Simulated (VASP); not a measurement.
PtSe:

```
Pt Se
1.0
     0.00000    3.03745    3.03745
     3.03745    0.00000    3.03745
     3.03745    3.03745    0.00000
Pt Se
1 1
Direct
  0.00000 0.00000 0.00000
  0.25000 0.25000 0.25000
```

| Quantity | Value |
| --- | --- |
| Program | VASP 6.6.1 |
| Task | relaxation of cell and atoms |
| Functional | r2SCAN |
| Potentials or basis | VASP PAW PBE potentials, release 64 (Pt, Se) |
| Cutoff | 600 eV |
| k mesh | 8 × 8 × 8 |
| Occupations | fermi-dirac, width 0.05 eV |
| Spin | no spin polarisation |

At the start: pressure -13.5 GPa; volume 28.02 Å³/atom.

Task: Where does the relaxation end?

Result: Over 4 steps the energy falls by 294.6 meV/atom and the volume is 22.46 Å³/atom (-19.8 %); space group F-43m (No. 216, to 0.05 Å).

The path:
| step | energy change (eV) | largest force (eV/Å) | pressure (GPa) | volume (Å³) |
| --- | --- | --- | --- | --- |
| 1 | 0.0000 | 0.0000 | -13.49 | 56.05 |
| 2 | -0.2399 | 0.0000 | 21.89 | 39.01 |
| 3 | -0.5889 | 0.0000 | -0.47 | 45.13 |
| 4 | -0.5892 | 0.0000 | 0.01 | 44.92 |

Final structure:
```cif
data_structure
_symmetry_space_group_name_H-M 'P 1'
_symmetry_Int_Tables_number 1
_cell_length_a 3.9902
_cell_length_b 3.9902
_cell_length_c 3.9902
_cell_angle_alpha 60.000
_cell_angle_beta 60.000
_cell_angle_gamma 60.000
_cell_volume 44.92
loop_
_atom_site_label
_atom_site_type_symbol
_atom_site_fract_x
_atom_site_fract_y
_atom_site_fract_z
_atom_site_occupancy
Pt1 Pt 0.00000 0.00000 0.00000 1
Se1 Se 0.25000 0.25000 0.25000 1
```

Caveat: the volume moved by over 15 % at a fixed basis, so the end points are rough; the PAW data sets were made with another functional, which shifts forces and pressure a little.
